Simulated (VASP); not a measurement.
# TaHg2P3 (P6/mmm) in VASP: further runs

TaHg2P3 is run at these levels: PBE; tasks: single point.

Program: VASP 6.6.1. These are calculated values, not measurements. Logs are shortened: lines on timing, memory, paths and dates and some standing lists are left out, and cuts for length are marked.

## (1) The cell of the first run

It takes space group P6/mmm (No. 191, hexagonal). Conventional cell: a = 6.451 Å, b = 6.451 Å, c = 3.558 Å, α = 90.00°, β = 90.00°, γ = 120.00°. Within 4.7 Å of Ta (site symmetry 6/mmm) lie 2 Ta at 3.56 Å and 12 P at 3.68 Å and 6 Hg at 3.72 Å. Within 3.4 Å of Hg (site symmetry -6m2) lie 6 P at 2.58 Å. P (site symmetry mmm) has 4 Hg at 2.58 Å and 4 P at 3.23 Å within 3.4 Å.

The cell was generated, and may not be a known phase.

## (2) Single point, PBE

INCAR

```
SYSTEM = TaHg2P3
PREC     = Accurate       ! precision mode
ENCUT    = 520            ! plane-wave cutoff, eV
EDIFF    = 1E-6           ! SCF threshold, eV
ISMEAR   = 0              ! smearing method
SIGMA    = 0.1            ! smearing width, eV
LREAL    = .False.        ! projectors in reciprocal space
LASPH    = .True.         ! aspherical terms in the spheres
NELM     = 100            ! most SCF steps
ALGO     = Normal         ! electronic algorithm
ISIF     = 2              ! what is computed and relaxed
LWAVE    = .False.        ! write WAVECAR
LCHARG   = .False.        ! write CHGCAR
GGA      = PE             ! functional
NBANDS   = 34             ! bands
```

KPOINTS

```
Automatic mesh
0
Gamma
  3 3 6
  0 0 0
```

POSCAR

```
TaHg2P3
1.0
    6.4506323400      0.0000000000      0.0000000000
   -3.2253161700      5.5864114800      0.0000000000
    0.0000000000      0.0000000000      3.5578291600
Ta Hg P
1 2 3
Direct
    0.0000000000      0.0000000000      0.0000000000
    0.3333333300      0.6666666700      0.0000000000
    0.6666666700      0.3333333300      0.0000000000
    0.5000000000      0.0000000000      0.5000000000
    0.5000000000      0.5000000000      0.5000000000
    0.0000000000      0.5000000000      0.5000000000
```

Potentials or basis: VASP PAW PBE potentials, release 64 (Ta_pv, Hg, P).

Started as:

```
$ cat potpaw_PBE.64/Ta_pv/POTCAR potpaw_PBE.64/Hg/POTCAR potpaw_PBE.64/P/POTCAR > POTCAR
$ mpirun -np 1 vasp_std > vasp.out
```

OUTCAR:

```text
SYSTEM = TaHg2P3
   PREC = Accurate
   ENCUT = 520
   EDIFF = 1E-6
   ISMEAR = 0
   LREAL = .False.
   LASPH = .True.
   NELM = 100
   ISIF = 2
   GGA = PE

 ion  position               nearest neighbor table
   1  0.000  0.000  0.000-   2 3.72   3 3.72   3 3.72   2 3.72   3 3.72   2 3.72
   2  0.333  0.667  0.000-   6 2.58   6 2.58   4 2.58   4 2.58   5 2.58   5 2.58   1 3.72   3 3.72
                             3 3.72   1 3.72   1 3.72   3 3.72
   3  0.667  0.333  0.000-   6 2.58   6 2.58   4 2.58   4 2.58   5 2.58   5 2.58   1 3.72   2 3.72
                             2 3.72   1 3.72   1 3.72   2 3.72
   4  0.500  0.000  0.500-   2 2.58   3 2.58   2 2.58   3 2.58
   5  0.500  0.500  0.500-   2 2.58   3 2.58   2 2.58   3 2.58
   6  0.000  0.500  0.500-   2 2.58   3 2.58   2 2.58   3 2.58

  LATTYP: Found a hexagonal cell.
 ALAT       =     6.4506323400
 C/A-ratio  =     0.5515473480

  Lattice vectors:

 A1 = (   6.4506323400,   0.0000000000,   0.0000000000)
 A2 = (  -3.2253161700,   5.5864114800,   0.0000000000)
 A3 = (   0.0000000000,   0.0000000000,   3.5578291600)

Analysis of symmetry for initial positions (statically):
=====================================================================
 Subroutine PRICEL returns:
 Original cell was already a primitive cell.

 Routine SETGRP: Setting up the symmetry group for a
 hexagonal supercell.

 Subroutine GETGRP returns: Found 24 space group operations
 (whereof 24 operations were pure point group operations)
 out of a pool of 24 trial point group operations.

The static configuration has the point symmetry D_6h.

Analysis of symmetry for dynamics (positions and initial velocities):
=====================================================================
 Subroutine PRICEL returns:
 Original cell was already a primitive cell.

 Routine SETGRP: Setting up the symmetry group for a
 hexagonal supercell.

 Subroutine GETGRP returns: Found 24 space group operations
 (whereof 24 operations were pure point group operations)
 out of a pool of 24 trial point group operations.

The dynamic configuration has the point symmetry D_6h.

 Subroutine INISYM returns: Found 24 space group operations
 (whereof 24 operations are pure point group operations),
 and found     1 'primitive' translations

----------------------------------------------------------------------------------------

                                     Primitive cell

  volume of cell :     128.2095

  direct lattice vectors                    reciprocal lattice vectors
     6.450632340  0.000000000  0.000000000     0.155023562  0.089502895  0.000000000
    -3.225316170  5.586411480  0.000000000     0.000000000  0.179005790  0.000000000
     0.000000000  0.000000000  3.557829160     0.000000000  0.000000000  0.281070269

  length of vectors
     6.450632340  6.450632343  3.557829160     0.179005790  0.179005790  0.281070269

  position of ions in fractional coordinates (direct lattice)
     0.000000000  0.000000000  0.000000000
     0.333333330  0.666666670  0.000000000
     0.666666670  0.333333330  0.000000000
     0.500000000  0.000000000  0.500000000
     0.500000000  0.500000000  0.500000000
     1.000000000  0.500000000  0.500000000

  ion indices of the primitive-cell ions
   primitive index   ion index
                 1           1
                 2           2
                 3           3
                 4           4
                 5           5
                 6           6

----------------------------------------------------------------------------------------

 KPOINTS: Automatic mesh

Automatic generation of k-mesh.
 Grid dimensions read from file:
 generate k-points for:    3    3    6

 Generating k-lattice:

  Cartesian coordinates                     Fractional coordinates (reciprocal lattice)
     0.051674521  0.029834298  0.000000000     0.333333333  0.000000000  0.000000000
     0.000000000  0.059668597  0.000000000     0.000000000  0.333333333  0.000000000
     0.000000000  0.000000000  0.046845045     0.000000000  0.000000000  0.166666667

  Length of vectors
     0.059668597  0.059668597  0.046845045

  Shift w.r.t. Gamma in fractional coordinates (k-lattice)
     0.000000000  0.000000000  0.000000000

 Subroutine IBZKPT returns following result:
 ===========================================

 Found     12 irreducible k-points:

 Following reciprocal coordinates:
            Coordinates               Weight
  0.000000  0.000000  0.000000      1.000000
  0.333333  0.000000  0.000000      6.000000
  0.333333  0.333333  0.000000      2.000000
  0.000000  0.000000  0.166667      2.000000
  0.333333  0.000000  0.166667     12.000000
  0.333333  0.333333  0.166667      4.000000
  0.000000  0.000000  0.333333      2.000000
  0.333333  0.000000  0.333333     12.000000
  0.333333  0.333333  0.333333      4.000000
  0.000000  0.000000  0.500000      1.000000
  0.333333  0.000000  0.500000      6.000000
  0.333333  0.333333  0.500000      2.000000
   k-points           NKPTS =     12   k-points in BZ     NKDIM =     12   number of bands    NBANDS=     34
   number of dos      NEDOS =    301   number of ions     NIONS =      6
   total plane-waves  NPLWV =  64512
   dimension x,y,z NGX =    48 NGY =   48 NGZ =   28
   dimension x,y,z NGXF=    96 NGYF=   96 NGZF=   56
   ions per type =               1   2   3
   NGX,Y,Z   is equivalent  to a cutoff of  12.37, 12.37, 13.08 a.u.
   NGXF,Y,Z  is equivalent  to a cutoff of  24.74, 24.74, 26.17 a.u.
 SYSTEM =  TaHg2P3
   PREC   = accura    normal or accurate (medium, high low for compatibility)
   ISTART =      0    job   : 0-new  1-cont  2-samecut
   ICHARG =      2    charge: 1-file 2-atom 10-const
   ISPIN  =      1    spin polarized calculation?
   LNONCOLLINEAR =      F non collinear calculations
   LSORBIT =      F    spin-orbit coupling
   LASPH  =      T    aspherical Exc in radial PAW
   ENCUT  =  520.0 eV  38.22 Ry    6.18 a.u.  11.99 11.99  6.62*2*pi/ulx,y,z
   NELM   =    100;   NELMIN=  2; NELMDL= -5     # of ELM steps
   EDIFF  = 0.1E-05   stopping-criterion for ELM
   LREAL  =      F    real-space projection
   EDIFFG = 0.1E-04   stopping-criterion for IOM
   NSW    =      0    number of steps for IOM
   IBRION =     -1    ionic relax: 0-MD 1-quasi-New 2-CG
   NFREE  =      0    steps in history (QN), initial steepest desc. (CG)
   ISIF   =      2    stress and relaxation
   ISYM   =      2    0-nonsym 1-usesym 2-fastsym
   POTIM  = 0.5000    time-step for ionic-motion
   TEBEG  =    0.0;   TEEND  =   0.0 temperature during run
   PSTRESS=    0.0 pullay stress
   NELECT =      50.0000    total number of electrons
   NUPDOWN=      -1.0000    fix difference up-down
   EMIN   =  10.00;   EMAX   =-10.00  energy-range for DOS
   EFERMI =   0.00;   METHOD = LEGACY
   ISMEAR =     0;   SIGMA  =   0.10  broadening in eV -4-tet -1-fermi 0-gaus
   EFERMI_NEDOS =   21; number of points for ismear=-14 and -15
   IALGO  =     38    algorithm
   IMIX   =      4    mixing-type and parameters
     AMIX     =   0.40;   BMIX     =  1.00
     AMIX_MAG =   1.60;   BMIX_MAG =  1.00
  volume/ion in A,a.u.               =      21.37       144.20
  Fermi-wavevector in a.u.,A,eV,Ry     =   1.196074  2.260252 19.464401  1.430593
  Thomas-Fermi vector in A             =   2.332024
   LORBIT       =      0    0 simple, 1 ext, 2 COOP (PROOUT), +10 PAW based schemes
   GGA     = PE    functional components
   LHFCALC =     F    Hartree Fock is set to
   AEXX    =    0.0000 exact exchange contribution
   IVDW    =     0    specifies the selected vdW correction
   LEPSILON=     F    determine dielectric tensor
   LRPA    =     F    only Hartree local field effects (RPA)
 non-spin polarized calculation
 Gauss-broadening in eV      SIGMA  =   0.10
  energy-cutoff  :      520.00
  volume of cell :      128.21
 maximum number of plane-waves:      3468
 NGX is ok and might be reduce to    48
   NGX = 23   NGY = 23   NGZ = 13

 number of electron      50.0000002 magnetization

 Free energy of the ion-electron system (eV)
  ---------------------------------------------------
  ext. energy  EPLUGINS =         0.00000000
  ---------------------------------------------------
  free energy    TOTEN  =       -19.33574831 eV

  energy without entropy =      -19.29978637  energy(sigma->0) =      -19.31776734

 E-fermi :   4.9042     XC(G=0): -10.5841

 val. band max:        4.8807668547   @ k =   0.3333   0.0000   0.3333
 cond. band min:       4.9273217079   @ k =   0.3333   0.0000   0.5000
 fundamental gap:      0.0465548531
 Fermi energy:         4.9042418144

 k-point     1 :       0.0000    0.0000    0.0000
  band No.  band energies     occupation
      1     -31.1351      2.00000
      2     -31.1351      2.00000
      3     -30.9077      2.00000
      4      -8.4765      2.00000
      5      -5.8667      2.00000
      6      -5.8667      2.00000
[... 26 lines left out ...]
     33       9.8461      0.00000
     34      10.3325      0.00000

 k-point     2 :       0.3333    0.0000    0.0000
  band No.  band energies     occupation
      1     -31.1351      2.00000
      2     -31.1351      2.00000
      3     -30.9077      2.00000
      4      -8.1320      2.00000
      5      -6.8729      2.00000
      6      -5.8700      2.00000
[... 26 lines left out ...]
     33       8.8514      0.00000
     34       9.4565      0.00000

 k-point     3 :       0.3333    0.3333    0.0000
  band No.  band energies     occupation
      1     -31.1351      2.00000
      2     -31.1351      2.00000
      3     -30.9076      2.00000
      4      -7.5893      2.00000
      5      -7.5893      2.00000
      6      -5.9003      2.00000
[... 26 lines left out ...]
     33       8.2170      0.00000
     34       8.9914      0.00000
[... 260 lines left out ...]
 k-point    11 :       0.3333    0.0000    0.5000
  band No.  band energies     occupation
      1     -31.1289      2.00000
      2     -31.1288      2.00000
      3     -30.9803      2.00000
      4      -6.5198      2.00000
      5      -6.2416      2.00000
      6      -6.1612      2.00000
[... 26 lines left out ...]
     33       7.9978      0.00000
     34       8.0925      0.00000

 k-point    12 :       0.3333    0.3333    0.5000
  band No.  band energies     occupation
      1     -31.1289      2.00000
      2     -31.1289      2.00000
      3     -30.9803      2.00000
      4      -6.3740      2.00000
      5      -6.3740      2.00000
      6      -6.1969      2.00000
[... 26 lines left out ...]
     33       7.7959      0.00000
     34       8.7632      0.00000

------------------------ aborting loop because EDIFF is reached ----------------------------------------

  FORCE on cell =-STRESS in cart. coord.  units (eV):
  Direction    XX          YY          ZZ          XY          YZ          ZX
  --------------------------------------------------------------------------------------
  -------------------------------------------------------------------------------------
  Total       -0.8059371     -0.8059371      6.0870355      0.0000000     -0.0000000      0.0000000
  in kB      -10.0714364    -10.0714364     76.0669695      0.0000000     -0.0000000      0.0000000
  external PRESSURE =      18.6413656 kB  Pullay stress =       0.0000000 kB

 VOLUME and BASIS-vectors are now :
 -----------------------------------------------------------------------------
  energy-cutoff  :      520.00
  volume of cell :      128.21
      direct lattice vectors                 reciprocal lattice vectors
     6.450632340  0.000000000  0.000000000     0.155023562  0.089502895  0.000000000
    -3.225316170  5.586411480  0.000000000     0.000000000  0.179005790  0.000000000
     0.000000000  0.000000000  3.557829160     0.000000000  0.000000000  0.281070269

 POSITION                                       TOTAL-FORCE (eV/Angst)
 -----------------------------------------------------------------------------------
      0.00000      0.00000      0.00000        -0.000000      0.000000      0.000000
     -0.00000      3.72427      0.00000         0.000000     -0.000000      0.000000
      3.22532      1.86214      0.00000        -0.000000      0.000000      0.000000
      3.22532      0.00000      1.77891        -0.000000      0.000000      0.000000
      1.61266      2.79321      1.77891        -0.000000      0.000000      0.000000
     -1.61266      2.79321      1.77891        -0.000000      0.000000      0.000000
 -----------------------------------------------------------------------------------
    total drift:                               -0.000000      0.000000     -0.000000

  FREE ENERGIE OF THE ION-ELECTRON SYSTEM (eV)
  ---------------------------------------------------
  free  energy   TOTEN  =       -19.3357483148 eV

  energy  without entropy=      -19.2997863742  energy(sigma->0) =      -19.31776734
```

Wall time 1.7 min (1 thread of Oxide Virtual Turin-like, shared host); peak memory 0.23 GiB.

What came out:

```
Free energy            : -19.3357 eV
Pressure               : 1.9 GPa
Band gap on the k mesh : zero (bands 25 and 26 overlap by 1.24 eV)
```

Levels at points of the mesh, in eV from the Fermi level:
```
           k point  band 22  band 23  band 24  band 25  band 26  band 27  band 28  band 29
(0.00, 0.00, 0.00)    -0.33    -0.02    -0.02     0.39     0.77     0.77     0.92     0.92
(0.00, 0.00, 0.50)    -2.77    -2.77     0.35     0.79     0.79     1.07     1.11     1.11
```

Caveat: the k points lie up to 0.37 Å⁻¹ apart, too coarse for converged energies and pressures of a metal; spin-orbit coupling is left out, which moves the levels of the heavy elements.

(Continued in part 2 of 2.)

The gap in the log of VASP goes by the Fermi energy; the results here count the filled bands.